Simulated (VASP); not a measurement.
# BPd4 (P4/mmm) in VASP: further runs, part 2 of 2

VASP 6.6.1. The steps go on from the part before.

## Step 3: Single point, PBE

This run uses another cell than the first one, of 18.76 Å³/atom, 1.152 times its volume.

Input file INCAR:

```
SYSTEM = BPd4
ALGO = Normal
EDIFF = 1E-6
ENCUT = 520
GGA = PE
ISIF = 2
ISMEAR = 0
LASPH = .TRUE.
LCHARG = .TRUE.
LELF = .TRUE.
LREAL = .FALSE.
LVHAR = .TRUE.
LWAVE = .FALSE.
NBANDS = 30
NELM = 60
PREC = Accurate
SIGMA = 0.1
```

Input file KPOINTS:

```
k-points
0
G
  4 4 4
  0 0 0
```

Input file POSCAR:

```
BPd4
1.0
    6.0843689677      0.0000000000      0.0000000000
    0.0000000000      6.0843689677      0.0000000000
    0.0000000000      0.0000000000      2.5341251371
B Pd
1 4
Direct
    0.5000000000      0.5000000000      0.0000000000
    0.2933165037      0.0000000000      0.5000000000
    0.7066834963      0.0000000000      0.5000000000
    0.0000000000      0.2933165037      0.5000000000
    0.0000000000      0.7066834963      0.5000000000
```

Potentials or basis: VASP PAW PBE potentials, release 64 (B, Pd).

Run with:

```console
cat potpaw_PBE.64/B/POTCAR potpaw_PBE.64/Pd/POTCAR > POTCAR
mpirun -np 1 vasp_std > vasp.out
```

OUTCAR:

```text
SYSTEM = BPd4
   EDIFF = 1E-6
   ENCUT = 520
   GGA = PE
   ISIF = 2
   ISMEAR = 0
   LASPH = .TRUE.
   LREAL = .FALSE.
   NELM = 60
   PREC = Accurate

 ion  position               nearest neighbor table
   1  0.500  0.500  0.000-
   2  0.293  0.000  0.500-   3 2.52   4 2.52   5 2.52
   3  0.707  0.000  0.500-   2 2.52   4 2.52   5 2.52
   4  0.000  0.293  0.500-   5 2.52   3 2.52   2 2.52
   5  0.000  0.707  0.500-   4 2.52   3 2.52   2 2.52

  LATTYP: Found a simple tetragonal cell.
 ALAT       =     6.0843689677
 C/A-ratio  =     0.4164976106

  Lattice vectors:

 A1 = (   6.0843689677,   0.0000000000,   0.0000000000)
 A2 = (   0.0000000000,   6.0843689677,   0.0000000000)
 A3 = (   0.0000000000,   0.0000000000,   2.5341251371)

Analysis of symmetry for initial positions (statically):
=====================================================================
 Subroutine PRICEL returns:
 Original cell was already a primitive cell.

 Routine SETGRP: Setting up the symmetry group for a
 simple tetragonal supercell.

 Subroutine GETGRP returns: Found 16 space group operations
 (whereof 16 operations were pure point group operations)
 out of a pool of 16 trial point group operations.

The static configuration has the point symmetry D_4h.

Analysis of symmetry for dynamics (positions and initial velocities):
=====================================================================
 Subroutine PRICEL returns:
 Original cell was already a primitive cell.

 Routine SETGRP: Setting up the symmetry group for a
 simple tetragonal supercell.

 Subroutine GETGRP returns: Found 16 space group operations
 (whereof 16 operations were pure point group operations)
 out of a pool of 16 trial point group operations.

The dynamic configuration has the point symmetry D_4h.

 Subroutine INISYM returns: Found 16 space group operations
 (whereof 16 operations are pure point group operations),
 and found     1 'primitive' translations

----------------------------------------------------------------------------------------

                                     Primitive cell

  volume of cell :      93.8122

  direct lattice vectors                    reciprocal lattice vectors
     6.084368968  0.000000000  0.000000000     0.164355582  0.000000000  0.000000000
     0.000000000  6.084368968  0.000000000     0.000000000  0.164355582  0.000000000
     0.000000000  0.000000000  2.534125137     0.000000000  0.000000000  0.394613504

  length of vectors
     6.084368968  6.084368968  2.534125137     0.164355582  0.164355582  0.394613504

  position of ions in fractional coordinates (direct lattice)
     0.500000000  0.500000000  0.000000000
     0.293316504  0.000000000  0.500000000
     0.706683496  0.000000000  0.500000000
     0.000000000  0.293316504  0.500000000
     0.000000000  0.706683496  0.500000000

  ion indices of the primitive-cell ions
   primitive index   ion index
                 1           1
                 2           2
                 3           3
                 4           4
                 5           5

----------------------------------------------------------------------------------------

 KPOINTS: k-points

Automatic generation of k-mesh.
 Grid dimensions read from file:
 generate k-points for:    4    4    4

 Generating k-lattice:

  Cartesian coordinates                     Fractional coordinates (reciprocal lattice)
     0.041088895  0.000000000  0.000000000     0.250000000  0.000000000  0.000000000
     0.000000000  0.041088895  0.000000000     0.000000000  0.250000000  0.000000000
     0.000000000  0.000000000  0.098653376     0.000000000  0.000000000  0.250000000

  Length of vectors
     0.041088895  0.041088895  0.098653376

  Shift w.r.t. Gamma in fractional coordinates (k-lattice)
     0.000000000  0.000000000  0.000000000

 Subroutine IBZKPT returns following result:
 ===========================================

 Found     18 irreducible k-points:

 Following reciprocal coordinates:
            Coordinates               Weight
  0.000000  0.000000  0.000000      1.000000
  0.250000  0.000000  0.000000      4.000000
  0.500000  0.000000  0.000000      2.000000
  0.250000  0.250000  0.000000      4.000000
  0.500000  0.250000  0.000000      4.000000
  0.500000  0.500000  0.000000      1.000000
[... 10 lines left out ...]
  0.500000  0.250000  0.500000      4.000000
  0.500000  0.500000  0.500000      1.000000
   k-points           NKPTS =     18   k-points in BZ     NKDIM =     18   number of bands    NBANDS=     30
   number of dos      NEDOS =    301   number of ions     NIONS =      5
   total plane-waves  NPLWV =  46080
   dimension x,y,z NGX =    48 NGY =   48 NGZ =   20
   dimension x,y,z NGXF=    96 NGYF=   96 NGZF=   40
   ions per type =               1   4
   NGX,Y,Z   is equivalent  to a cutoff of  13.12, 13.12, 13.12 a.u.
   NGXF,Y,Z  is equivalent  to a cutoff of  26.23, 26.23, 26.24 a.u.
 SYSTEM =  BPd4
   PREC   = accura    normal or accurate (medium, high low for compatibility)
   ISTART =      0    job   : 0-new  1-cont  2-samecut
   ICHARG =      2    charge: 1-file 2-atom 10-const
   ISPIN  =      1    spin polarized calculation?
   LNONCOLLINEAR =      F non collinear calculations
   LSORBIT =      F    spin-orbit coupling
   LASPH  =      T    aspherical Exc in radial PAW
   ENCUT  =  520.0 eV  38.22 Ry    6.18 a.u.  11.31 11.31  4.71*2*pi/ulx,y,z
   NELM   =     60;   NELMIN=  2; NELMDL= -5     # of ELM steps
   EDIFF  = 0.1E-05   stopping-criterion for ELM
   LREAL  =      F    real-space projection
   EDIFFG = 0.1E-04   stopping-criterion for IOM
   NSW    =      0    number of steps for IOM
   IBRION =     -1    ionic relax: 0-MD 1-quasi-New 2-CG
   NFREE  =      0    steps in history (QN), initial steepest desc. (CG)
   ISIF   =      2    stress and relaxation
   ISYM   =      2    0-nonsym 1-usesym 2-fastsym
   POTIM  = 0.5000    time-step for ionic-motion
   TEBEG  =    0.0;   TEEND  =   0.0 temperature during run
   PSTRESS=    0.0 pullay stress
   NELECT =      43.0000    total number of electrons
   NUPDOWN=      -1.0000    fix difference up-down
   EMIN   =  10.00;   EMAX   =-10.00  energy-range for DOS
   EFERMI =   0.00;   METHOD = LEGACY
   ISMEAR =     0;   SIGMA  =   0.10  broadening in eV -4-tet -1-fermi 0-gaus
   EFERMI_NEDOS =   21; number of points for ismear=-14 and -15
   IALGO  =     38    algorithm
   IMIX   =      4    mixing-type and parameters
     AMIX     =   0.40;   BMIX     =  1.00
     AMIX_MAG =   1.60;   BMIX_MAG =  1.00
  volume/ion in A,a.u.               =      18.76       126.62
  Fermi-wavevector in a.u.,A,eV,Ry     =   1.262248  2.385302 21.677746  1.593269
  Thomas-Fermi vector in A             =   2.395666
   LORBIT       =      0    0 simple, 1 ext, 2 COOP (PROOUT), +10 PAW based schemes
   GGA     = PE    functional components
   LHFCALC =     F    Hartree Fock is set to
   AEXX    =    0.0000 exact exchange contribution
   IVDW    =     0    specifies the selected vdW correction
   LEPSILON=     F    determine dielectric tensor
   LRPA    =     F    only Hartree local field effects (RPA)
 non-spin polarized calculation
 Gauss-broadening in eV      SIGMA  =   0.10
  energy-cutoff  :      520.00
  volume of cell :       93.81
 maximum number of plane-waves:      2540
 NGX is ok and might be reduce to    48
   NGX = 23   NGY = 23   NGZ =  9

 number of electron      42.9999984 magnetization

 Free energy of the ion-electron system (eV)
  ---------------------------------------------------
  ext. energy  EPLUGINS =         0.00000000
  ---------------------------------------------------
  free energy    TOTEN  =       -21.20151544 eV

  energy without entropy =      -21.16176188  energy(sigma->0) =      -21.18163866

 E-fermi :   5.4262     XC(G=0): -10.9265

 val. band max:        5.4035742767   @ k =   0.5000   0.0000   0.0000
 cond. band min:       5.4350976533   @ k =   0.5000   0.0000   0.5000
 fundamental gap:      0.0315233766
 Fermi energy:         5.4261793292

 k-point     1 :       0.0000    0.0000    0.0000
  band No.  band energies     occupation
      1      -1.6161      2.00000
      2       0.0397      2.00000
      3       0.4551      2.00000
      4       1.1146      2.00000
      5       1.1521      2.00000
      6       1.1521      2.00000
[... 583 lines left out ...]
     29      11.3817      0.00000
     30      11.3859      0.00000

------------------------ aborting loop because EDIFF is reached ----------------------------------------

  FORCE on cell =-STRESS in cart. coord.  units (eV):
  Direction    XX          YY          ZZ          XY          YZ          ZX
  --------------------------------------------------------------------------------------
  -------------------------------------------------------------------------------------
  Total       -0.0969693     -0.0969693     -0.2992702      0.0000000     -0.0000000      0.0000000
  in kB       -1.6560974     -1.6560974     -5.1111055      0.0000000     -0.0000000      0.0000000
  external PRESSURE =      -2.8077668 kB  Pullay stress =       0.0000000 kB

 VOLUME and BASIS-vectors are now :
 -----------------------------------------------------------------------------
  energy-cutoff  :      520.00
  volume of cell :       93.81
      direct lattice vectors                 reciprocal lattice vectors
     6.084368968  0.000000000  0.000000000     0.164355582  0.000000000  0.000000000
     0.000000000  6.084368968  0.000000000     0.000000000  0.164355582  0.000000000
     0.000000000  0.000000000  2.534125137     0.000000000  0.000000000  0.394613504

 POSITION                                       TOTAL-FORCE (eV/Angst)
 -----------------------------------------------------------------------------------
      3.04218      3.04218      0.00000         0.000000      0.000000      0.000000
      1.78465      0.00000      1.26706        -0.022225      0.000000      0.000000
      4.29972      0.00000      1.26706         0.022225      0.000000     -0.000000
      0.00000      1.78465      1.26706         0.000000     -0.022225      0.000000
      0.00000      4.29972      1.26706         0.000000      0.022225      0.000000
 -----------------------------------------------------------------------------------
    total drift:                                0.000000      0.000000     -0.000000

  FREE ENERGIE OF THE ION-ELECTRON SYSTEM (eV)
  ---------------------------------------------------
  free  energy   TOTEN  =       -21.2015154395 eV

  energy  without entropy=      -21.1617618753  energy(sigma->0) =      -21.18163866
```

OSZICAR:

```text
N       E                     dE             d eps       ncg     rms          rms(c)
DAV:   1     0.247884605715E+03    0.24788E+03   -0.20729E+04  1080   0.132E+03
DAV:   2    -0.147397514174E+02   -0.26262E+03   -0.24682E+03  1194   0.287E+02
DAV:   3    -0.217818390742E+02   -0.70421E+01   -0.68831E+01  1254   0.489E+01
DAV:   4    -0.218593428360E+02   -0.77504E-01   -0.77411E-01  1146   0.492E+00
DAV:   5    -0.218608137974E+02   -0.14710E-02   -0.14707E-02  1210   0.769E-01    0.117E+01
DAV:   6    -0.213021387126E+02    0.55868E+00   -0.20136E+00  1162   0.931E+00    0.652E+00
DAV:   7    -0.212524700853E+02    0.49669E-01   -0.48022E-01  1226   0.283E+00    0.310E+00
DAV:   8    -0.212044110679E+02    0.48059E-01   -0.19047E-01  1160   0.253E+00    0.125E+00
DAV:   9    -0.212015675888E+02    0.28435E-02   -0.11783E-02  1134   0.675E-01    0.102E-01
DAV:  10    -0.212015041367E+02    0.63452E-04   -0.34612E-04  1196   0.100E-01    0.309E-02
DAV:  11    -0.212015143745E+02   -0.10238E-04   -0.10556E-05  1160   0.183E-02    0.109E-02
DAV:  12    -0.212015155916E+02   -0.12172E-05   -0.13302E-06   856   0.667E-03    0.162E-03
DAV:  13    -0.212015154395E+02    0.15213E-06   -0.12799E-07   570   0.224E-03
   1 F= -.21201515E+02 E0= -.21181639E+02  d E =-.397536E-01
```

Wall time 30 s (1 thread of Intel Xeon Platinum 8488C (Sapphire Rapids), shared host); peak memory 0.21 GiB.

What came out:

- Free energy: -21.2015 eV
- Pressure: -0.3 GPa
- Largest force: 0.022 eV/Å

Forces in eV/Å, atoms in the order of the input:
```
B    0.000  0.000  0.000
Pd  -0.022  0.000  0.000
Pd   0.022  0.000  0.000
Pd   0.000 -0.022  0.000
Pd   0.000  0.022  0.000
```

Stress tensor (GPa, compression positive):
```
-0.17  0.00  0.00
 0.00 -0.17  0.00
 0.00  0.00 -0.51
```

Caveat: the k points lie up to 0.62 Å⁻¹ apart.
